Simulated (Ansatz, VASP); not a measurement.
**One calculation of TlVSe3, two programs**

```xyz
5
Lattice="4.9333 0.0000 0.0000 0.0000 4.9333 0.0000 0.0000 0.0000 4.9333" Properties=species:S:1:pos:R:3 pbc="T T T"
V     0.0000    0.0000    0.0000
Tl    2.4666    2.4666    2.4666
Se    2.4666    0.0000    0.0000
Se    0.0000    2.4666    0.0000
Se    0.0000    0.0000    2.4666
```

Alike in both runs: functional PBE; k mesh 8 × 8 × 8; occupations gaussian, width 0.1 eV; no spin polarisation.

Ansatz relaxed the structure, and its values are those at the end. VASP's run is a single point on that final structure, the one shown.

|  | VASP | Ansatz |
| --- | --- | --- |
| version | VASP 6.6.1 | Ansatz 0.2.0 |
| potentials or method | VASP PAW PBE potentials, release 64 (V_sv, Tl_d, Se), cutoff 520 eV | scalar-relativistic, plane waves, PAW |
| valence electrons in the cell | 44 | 74 |

|  | VASP | Ansatz | Ansatz less VASP |
| --- | --- | --- | --- |
| gap on the k mesh at the Fermi level (eV) | none | none | - |
| pressure (GPa) | 0.1 | 0.0 | -0.08 |

A gap of «none» marks a metal or a gap that the smearing closes. VASP's potentials hold 44 valence electrons a cell and Ansatz's 74, so a difference there can come from the potentials and not from the codes.

Neither program's run includes spin-orbit coupling.
